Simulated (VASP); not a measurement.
Runs of VASP 6.6.1 on Pb. The structure is that of space group P6_3/mmc (No. 194), or close to it. The cells are those of the table. This isn't the form of Pb at room conditions, which is fcc.

| cell | gap on the mesh (eV) | pressure (GPa) |
| --- | --- | --- |
| a = 3.761, b = 3.761, c = 12.149 Å, angles 90.0, 90.0, 120.0°, 4 atoms | none | -3.0 |
| a = 3.621, b = 3.621, c = 11.699 Å, angles 90.0, 90.0, 120.0°, 4 atoms | none | (a) |
| a = 3.522, b = 3.522, c = 11.378 Å, angles 90.0, 90.0, 120.0°, 4 atoms | none | 3.4 |
| a = 3.715, b = 3.715, c = 12.003 Å, angles 90.0, 90.0, 120.0°, 4 atoms | none | (b) |
| a = 3.572, b = 3.572, c = 11.541 Å, angles 90.0, 90.0, 120.0°, 4 atoms | none | 1.5 |

Alike in all rows: task single point; level RPBE; potentials or basis VASP PAW PBE potentials, release 64 (Pb_d); no spin polarisation; k mesh 11 × 11 × 3; cutoff (eV) 520; smearing fermi-dirac 0.1 eV.

Estimate the missing entries.

(a) -0.1; (b) -2.2.

Caveats: the PAW data sets were made with another functional, which shifts forces and pressure a little; spin-orbit coupling is left out, which moves the levels of the heavy elements; the cell stands under pressure (at least some runs).

A k mesh can miss the band edges, and the runs leave out spin-orbit coupling on Pb.

A gap of «none» marks levels without a gap at the run's occupations.
